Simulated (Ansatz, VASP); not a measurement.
**Cd: VASP beside Ansatz**

Contents of INCAR:

```
ALGO = Fast
EDIFF = 1E-6
ENCUT = 520
GGA = CA
ISIF = 2
ISMEAR = 0
LASPH = True
LCHARG = False
LREAL = False
LWAVE = False
NBANDS = 12
NELM = 60
PREC = Accurate
SIGMA = 0.05
```

Contents of KPOINTS:

```
k-points
0
Gamma
  15 15 15
```

The input POSCAR:

```
Cd
1.0
    1.6080291515      0.9283960635      2.4492874100
   -1.6080291515      0.9283960635      2.4492874100
    0.0000000000     -1.8567921270      2.4492874100
Cd
1
Direct
    0.0000000000      0.0000000000      0.0000000000
```

Input for Ansatz:

```yaml
crystal:
  lattice:
    - [1.6080291515, 0.9283960635, 2.44928741]
    - [-1.6080291515, 0.9283960635, 2.44928741]
    - [0.0, -1.856792127, 2.44928741]
  atoms:
    - { symbol: Cd, position: [0.0, 0.0, 0.0] }
basis:
  ecutwfc: 420
  fft_grid_basis: typed
kpoints:
  mp_grid: { grid: [15, 15, 15] }
hamiltonian:
  xc: lda
  pseudopotentials: { kind: paw }
scf:
  occupations: { method: gaussian, width: 0.05 }
output:
  forces: true
  stress: true
  eigenvalues: true
  bader: true
  write_density: true
  volumetric_format: npy
  elf: true
```

Alike in both runs: task single point; functional LDA; k mesh 15 × 15 × 15; occupations gaussian, width 0.05 eV; no spin polarisation.

|  | VASP | Ansatz |
| --- | --- | --- |
| version | VASP 6.6.1 | Ansatz 0.2.0 |
| potentials or method | VASP PAW LDA potentials, release 64 (Cd), cutoff 520 eV | scalar-relativistic, plane waves, PAW |
| valence electrons in the cell | 12 | 20 |

Ansatz gave:

```
gap on the k mesh at the Fermi level (eV)                     : none
pressure (GPa)                                                : -5.0
traceless stress, the component that is largest in VASP (GPa) : -0.58
```

Problem. Estimate VASP's values.

Solution. gap on the k mesh at the Fermi level (eV): none; pressure (GPa): -4.5; traceless stress, the component that is largest in VASP (GPa): -0.55.

LDA's correlation is that of Perdew and Zunger in VASP and of Perdew and Wang (1992) in Ansatz. A gap of «none» marks a metal or a gap that the smearing closes. VASP's potentials hold 12 valence electrons a cell and Ansatz's 20, so a difference there can come from the potentials and not from the codes.
